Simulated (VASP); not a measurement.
# TiN (Fm-3m) in VASP: notebook

Runs on TiN. Level: PBEsol. Tasks: single point.

All numbers are computed with VASP 6.6.1; they aren't measurements. Logs are shortened: lines on timing, memory, paths and dates and some standing lists are left out, and cuts for length are marked.

## (1) The cell of the first run

Symmetry: Fm-3m, No. 225, cubic system. Conventional cell: a = 4.147 Å, b = 4.147 Å, c = 4.147 Å, α = 90.00°, β = 90.00°, γ = 90.00°. Ti (site symmetry m-3m) has 6 N at 2.07 Å within 2.7 Å. Within 2.7 Å of N (site symmetry m-3m) lie 6 Ti at 2.07 Å.

## (2) Single point, PBEsol

The input, INCAR:

```
ALGO = Normal ; EDIFF = 1E-7
ENCUT = 520 ; GGA = PS
ISIF = 2 ; ISMEAR = 0
LASPH = True ; LCHARG = False
LREAL = False ; LWAVE = False
NBANDS = 16 ; NELM = 100
PREC = Accurate ; SIGMA = 0.15
```

The input, KPOINTS:

```
k-points
0
Gamma
  20 20 20
```

The input, POSCAR:

```
TiN
1.0
    0.0000000000      2.0735146868      2.0735146868
    2.0735146868      0.0000000000      2.0735146868
    2.0735146868      2.0735146868      0.0000000000
Ti N
1 1
Direct
    0.0000000000      0.0000000000      0.0000000000
    0.5000000000      0.5000000000      0.5000000000
```

Potentials or basis: VASP PAW PBE potentials, release 64 (Ti_sv, N).

Launch:

```sh
> cat potpaw_PBE.64/Ti_sv/POTCAR potpaw_PBE.64/N/POTCAR > POTCAR
> mpirun -np 1 vasp_std > vasp.out
```

OUTCAR:

```text
EDIFF = 1E-7
   ENCUT = 520
   GGA = PS
   ISIF = 2
   ISMEAR = 0
   LASPH = True
   LREAL = False
   NELM = 100
   PREC = Accurate

 ion  position               nearest neighbor table
   1  0.000  0.000  0.000-   2 2.07   2 2.07   2 2.07   2 2.07   2 2.07   2 2.07
   2  0.500  0.500  0.500-   1 2.07   1 2.07   1 2.07   1 2.07   1 2.07   1 2.07

  LATTYP: Found a face centered cubic cell.
 ALAT       =     4.1470293736

  Lattice vectors:

 A1 = (   0.0000000000,   2.0735146868,   2.0735146868)
 A2 = (   2.0735146868,   0.0000000000,   2.0735146868)
 A3 = (   2.0735146868,   2.0735146868,   0.0000000000)

Analysis of symmetry for initial positions (statically):
=====================================================================
 Subroutine PRICEL returns:
 Original cell was already a primitive cell.

 Routine SETGRP: Setting up the symmetry group for a
 face centered cubic supercell.

 Subroutine GETGRP returns: Found 48 space group operations
 (whereof 48 operations were pure point group operations)
 out of a pool of 48 trial point group operations.

The static configuration has the point symmetry O_h .

Analysis of symmetry for dynamics (positions and initial velocities):
=====================================================================
 Subroutine PRICEL returns:
 Original cell was already a primitive cell.

 Routine SETGRP: Setting up the symmetry group for a
 face centered cubic supercell.

 Subroutine GETGRP returns: Found 48 space group operations
 (whereof 48 operations were pure point group operations)
 out of a pool of 48 trial point group operations.

The dynamic configuration has the point symmetry O_h .

 Subroutine INISYM returns: Found 48 space group operations
 (whereof 48 operations are pure point group operations),
 and found     1 'primitive' translations

----------------------------------------------------------------------------------------

                                     Primitive cell

  volume of cell :      17.8300

  direct lattice vectors                    reciprocal lattice vectors
     0.000000000  2.073514687  2.073514687    -0.241136464  0.241136464  0.241136464
     2.073514687  0.000000000  2.073514687     0.241136464 -0.241136464  0.241136464
     2.073514687  2.073514687  0.000000000     0.241136464  0.241136464 -0.241136464

  length of vectors
     2.932392592  2.932392592  2.932392592     0.417660608  0.417660608  0.417660608

[... 73 lines left out ...]
   ICHARG =      2    charge: 1-file 2-atom 10-const
   ISPIN  =      1    spin polarized calculation?
   LNONCOLLINEAR =      F non collinear calculations
   LSORBIT =      F    spin-orbit coupling
   LASPH  =      T    aspherical Exc in radial PAW
   ENCUT  =  520.0 eV  38.22 Ry    6.18 a.u.   5.45  5.45  5.45*2*pi/ulx,y,z
   NELM   =    100;   NELMIN=  2; NELMDL= -5     # of ELM steps
   EDIFF  = 0.1E-06   stopping-criterion for ELM
   LREAL  =      F    real-space projection
   EDIFFG = 0.1E-05   stopping-criterion for IOM
   NSW    =      0    number of steps for IOM
   IBRION =     -1    ionic relax: 0-MD 1-quasi-New 2-CG
   NFREE  =      0    steps in history (QN), initial steepest desc. (CG)
   ISIF   =      2    stress and relaxation
   ISYM   =      2    0-nonsym 1-usesym 2-fastsym
   POTIM  = 0.5000    time-step for ionic-motion
   TEBEG  =    0.0;   TEEND  =   0.0 temperature during run
   PSTRESS=    0.0 pullay stress
   NELECT =      17.0000    total number of electrons
   NUPDOWN=      -1.0000    fix difference up-down
   EMIN   =  10.00;   EMAX   =-10.00  energy-range for DOS
   EFERMI =   0.00;   METHOD = LEGACY
   ISMEAR =     0;   SIGMA  =   0.15  broadening in eV -4-tet -1-fermi 0-gaus
   EFERMI_NEDOS =   21; number of points for ismear=-14 and -15
   IALGO  =     38    algorithm
   IMIX   =      4    mixing-type and parameters
     AMIX     =   0.40;   BMIX     =  1.00
     AMIX_MAG =   1.60;   BMIX_MAG =  1.00
  volume/ion in A,a.u.               =       8.92        60.16
  Fermi-wavevector in a.u.,A,eV,Ry     =   1.611291  3.044899 35.324251  2.596259
  Thomas-Fermi vector in A             =   2.706705
   LORBIT       =      0    0 simple, 1 ext, 2 COOP (PROOUT), +10 PAW based schemes
   GGA     = PS    functional components
   LHFCALC =     F    Hartree Fock is set to
   AEXX    =    0.0000 exact exchange contribution
   IVDW    =     0    specifies the selected vdW correction
   LEPSILON=     F    determine dielectric tensor
   LRPA    =     F    only Hartree local field effects (RPA)
 non-spin polarized calculation
 Gauss-broadening in eV      SIGMA  =   0.15
  energy-cutoff  :      520.00
  volume of cell :       17.83
 maximum number of plane-waves:       531
 NGX is ok and might be reduce to    24
   NGX = 11   NGY = 11   NGZ = 11

 number of electron      17.0000000 magnetization

 Free energy of the ion-electron system (eV)
  ---------------------------------------------------
  ext. energy  EPLUGINS =         0.00000000
  ---------------------------------------------------
  free energy    TOTEN  =       -20.75253938 eV

  energy without entropy =      -20.74499315  energy(sigma->0) =      -20.74876627

 E-fermi :  12.2469     XC(G=0): -13.6014

 val. band max:       12.2446562993   @ k =   0.2500   0.0500   0.0000
 cond. band min:      12.2595580718   @ k =  -0.1500   0.1500   0.0000
 fundamental gap:      0.0149017725
 Fermi energy:        12.2468769365

 k-point     1 :       0.0000    0.0000    0.0000
  band No.  band energies     occupation
      1     -45.2639      2.00000
      2     -21.2865      2.00000
      3     -21.2865      2.00000
      4     -21.2865      2.00000
      5      -5.2056      2.00000
      6      10.1452      2.00000
[... 433 lines left out ...]
      3     -21.3677      2.00000
      4     -21.3383      2.00000
      5      -2.9930      2.00000
      6       4.6418      2.00000
[... 8 lines left out ...]
     15      26.0997      0.00000
     16      28.1930      0.00000

 [... further k-points ...]
[... 5 lines left out ...]
  --------------------------------------------------------------------------------------
  -------------------------------------------------------------------------------------
  Total        1.5462174      1.5462174      1.5462174      0.0000000      0.0000000      0.0000000
  in kB      138.9408012    138.9408012    138.9408012      0.0000000      0.0000000      0.0000000
  external PRESSURE =     138.9408012 kB  Pullay stress =       0.0000000 kB

 VOLUME and BASIS-vectors are now :
 -----------------------------------------------------------------------------
  energy-cutoff  :      520.00
  volume of cell :       17.83
      direct lattice vectors                 reciprocal lattice vectors
     0.000000000  2.073514687  2.073514687    -0.241136464  0.241136464  0.241136464
     2.073514687  0.000000000  2.073514687     0.241136464 -0.241136464  0.241136464
     2.073514687  2.073514687  0.000000000     0.241136464  0.241136464 -0.241136464

 POSITION                                       TOTAL-FORCE (eV/Angst)
 -----------------------------------------------------------------------------------
      0.00000      0.00000      0.00000         0.000000     -0.000000     -0.000000
      2.07351      2.07351      2.07351        -0.000000      0.000000      0.000000
 -----------------------------------------------------------------------------------
    total drift:                                0.000000     -0.000000     -0.000000

  FREE ENERGIE OF THE ION-ELECTRON SYSTEM (eV)
  ---------------------------------------------------
  free  energy   TOTEN  =       -20.7525393834 eV

  energy  without entropy=      -20.7449931488  energy(sigma->0) =      -20.74876627
```

stdout:

```text
POSCAR found type information on POSCAR TiN
 POSCAR found :  2 types and       2 ions
 scaLAPACK will be used
 -----------------------------------------------------------------------------
|                                                                             |
|                                                                             |
|     You enforced a specific xc type in the INCAR file but a different       |
|     I HOPE YOU KNOW WHAT YOU ARE DOING!                                     |
|                                                                             |
 -----------------------------------------------------------------------------

 LDA part: xc-table for (Slater+PW92), standard interpolation
 POSCAR, INCAR and KPOINTS ok, starting setup
 FFT: planning ... GRIDC
 FFT: planning ... GRID_SOFT
 FFT: planning ... GRID
 WAVECAR not read
 entering main loop
```

Run time: 41 s. Hardware: 1 thread of Intel Xeon 6975P-C (Granite Rapids), shared host; peak memory 0.19 GiB.

What came out:

```
Free energy : -20.7525 eV
Pressure    : 13.9 GPa
```

Caveat: the PAW data sets were made with another functional, which shifts forces and pressure a little.

## (3) Single point, PBEsol

This run uses another cell than the first one, of 9.66 Å³/atom, 1.083 times its volume.

The input, INCAR:

```
SYSTEM = TiN
ALGO     = Normal         ! electronic algorithm
EDIFF    = 1E-6           ! SCF threshold, eV
ENCUT    = 520            ! plane-wave cutoff, eV
GGA      = PS             ! functional
ISIF     = 2              ! what is computed and relaxed
ISMEAR   = 0              ! smearing method
LASPH    = .True.         ! aspherical terms in the spheres
LCHARG   = .True.         ! write CHGCAR
LELF     = .True.         ! ELF
LREAL    = .False.        ! projectors in reciprocal space
LVHAR    = .True.       
LWAVE    = .False.        ! write WAVECAR
NBANDS   = 16             ! bands
NELM     = 80             ! most SCF steps
PREC     = Accurate       ! precision mode
SIGMA    = 0.15           ! smearing width, eV
```

The input, KPOINTS:

```
k-points
0
Gamma
  20 20 20
  0 0 0
```

The input, POSCAR:

```
TiN
1.0
    0.0000000000      2.1295887000      2.1295887000
    2.1295887000      0.0000000000      2.1295887000
    2.1295887000      2.1295887000      0.0000000000
Ti N
1 1
Direct
    0.0000000000      0.0000000000      0.0000000000
    0.5000000000      0.5000000000      0.5000000000
```

Potentials or basis: VASP PAW PBE potentials, release 64 (Ti_sv, N).

Launch:

```sh
> cat potpaw_PBE.64/Ti_sv/POTCAR potpaw_PBE.64/N/POTCAR > POTCAR
> mpirun -np 1 vasp_std > vasp.out
```

Wall time 37 s (1 thread of Intel Xeon 6975P-C (Granite Rapids), shared host); peak memory 0.19 GiB.

Results (log left out):

* Free energy: -20.7628 eV
* Pressure: -10.4 GPa

Levels at points of the mesh, in eV from the Fermi level:
```csv
k point,band 7,band 8,band 9,band 10,band 11,band 12
"(0.00, 0.00, 0.00)",-2.00,-2.00,-0.62,-0.62,-0.62,0.56
"(0.50, 0.00, 0.00)",-5.42,-5.42,1.67,1.67,2.34,5.68
"(0.50, 0.50, 0.00)",-3.19,-3.19,-3.06,1.62,2.37,2.37
```

Caveat: the PAW data sets were made with another functional, which shifts forces and pressure a little.

## (4) Single point, PBEsol

This run uses another cell than the first one, of 10.03 Å³/atom, 1.125 times its volume.

The input, INCAR:

```
SYSTEM = TiN
PREC = Accurate
ENCUT = 520
EDIFF = 1E-7
ISMEAR = 0
SIGMA = 0.15
LREAL = .FALSE.
LASPH = .TRUE.
NELM = 60
ALGO = Normal
ISIF = 2
LWAVE = .FALSE.
LCHARG = .FALSE.
GGA = PS
NBANDS = 16
```

The input, KPOINTS:

```
regular mesh
0
G
  20 20 20
  0 0 0
```

The input, POSCAR:

```
TiN
1.0
    0.0000000000      2.1565869739      2.1565869739
    2.1565869739      0.0000000000      2.1565869739
    2.1565869739      2.1565869739      0.0000000000
Ti N
1 1
Direct
    0.0000000000      0.0000000000      0.0000000000
    0.5000000000      0.5000000000      0.5000000000
```

Launch:

```sh
> cat potpaw_PBE.64/Ti_sv/POTCAR potpaw_PBE.64/N/POTCAR > POTCAR
> mpirun -np 1 vasp_std > vasp.out
```

Wall time 46 s (1 thread of Intel Xeon 6975P-C (Granite Rapids), shared host); peak memory 0.19 GiB.

The run converged. Its results:

| Item | Value |
| --- | --- |
| Free energy | -20.6943 eV |
| Pressure | -19.2 GPa |

Levels at points of the mesh, in eV from the Fermi level:
| k point | band 6 | band 7 | band 8 | band 9 | band 10 | band 11 | band 12 | band 13 |
| --- | --- | --- | --- | --- | --- | --- | --- | --- |
| (0.00, 0.00, 0.00) | -1.94 | -1.94 | -1.94 | -0.58 | -0.58 | -0.58 | 0.53 | 0.53 |
| (0.50, 0.00, 0.00) | -7.79 | -5.21 | -5.21 | 1.57 | 1.57 | 2.20 | 5.40 | 5.40 |
| (0.50, 0.50, 0.00) | -5.70 | -3.13 | -3.13 | -2.89 | 1.52 | 2.23 | 2.23 | 3.29 |

Caveat: the PAW data sets were made with another functional, which shifts forces and pressure a little.

## (5) Single point, PBEsol

This run uses another cell than the first one, of 10.40 Å³/atom, 1.167 times its volume.

The input, INCAR:

```
PREC     = Accurate       # precision mode
ENCUT    = 520            # plane-wave cutoff, eV
EDIFF    = 1E-7           # SCF threshold, eV
ISMEAR   = 0              # smearing method
SIGMA    = 0.15           # smearing width, eV
LREAL    = F              # projectors in reciprocal space
LASPH    = T              # aspherical terms in the spheres
NELM     = 100            # most SCF steps
ALGO     = Normal         # electronic algorithm
ISIF     = 2              # what is computed and relaxed
LWAVE    = F              # write WAVECAR
LCHARG   = F              # write CHGCAR
GGA      = PS             # functional
NBANDS   = 16             # bands
```

The input, KPOINTS:

```
regular mesh
0
Gamma
  20 20 20
```

The input, POSCAR:

```
TiN
1.0
    0.0000000000      2.1828557250      2.1828557250
    2.1828557250      0.0000000000      2.1828557250
    2.1828557250      2.1828557250      0.0000000000
Ti N
1 1
Direct
    0.0000000000      0.0000000000      0.0000000000
    0.5000000000      0.5000000000      0.5000000000
```

Launch:

```sh
> cat potpaw_PBE.64/Ti_sv/POTCAR potpaw_PBE.64/N/POTCAR > POTCAR
> mpirun -np 1 vasp_std > vasp.out
```

Wall time 43 s (1 thread of Intel Xeon 6975P-C (Granite Rapids), shared host); peak memory 0.2 GiB.

Results (log left out):

| Item | Value |
| --- | --- |
| Free energy | -20.5892 eV |
| Pressure | -26.3 GPa |

Levels at points of the mesh, in eV from the Fermi level:
| k point | band 7 | band 8 | band 9 | band 10 | band 11 | band 12 |
| --- | --- | --- | --- | --- | --- | --- |
| (0.00, 0.00, 0.00) | -1.89 | -1.89 | -0.55 | -0.55 | -0.55 | 0.50 |
| (0.50, 0.00, 0.00) | -5.03 | -5.03 | 1.48 | 1.48 | 2.07 | 5.13 |
| (0.50, 0.50, 0.00) | -3.06 | -3.06 | -2.74 | 1.44 | 2.10 | 2.10 |

Caveat: the PAW data sets were made with another functional, which shifts forces and pressure a little.

## (6) The runs side by side

```csv
cell,gap on the mesh (eV),pressure (GPa)
"a = 2.932 Å, angles 60.0°, 2 atoms",none,13.9
"a = 3.012 Å, angles 60.0°, 2 atoms",none,-10.4
"a = 3.050 Å, angles 60.0°, 2 atoms",none,-19.2
"a = 3.087 Å, angles 60.0°, 2 atoms",none,-26.3
```

Alike in all rows: task single point; level PBEsol; potentials or basis VASP PAW PBE potentials, release 64 (Ti_sv, N); no spin polarisation; k mesh 20 × 20 × 20; cutoff (eV) 520; smearing gaussian 0.15 eV.

Caveats: the PAW data sets were made with another functional, which shifts forces and pressure a little.

Absolute energies hang on the potentials; compare differences alone.
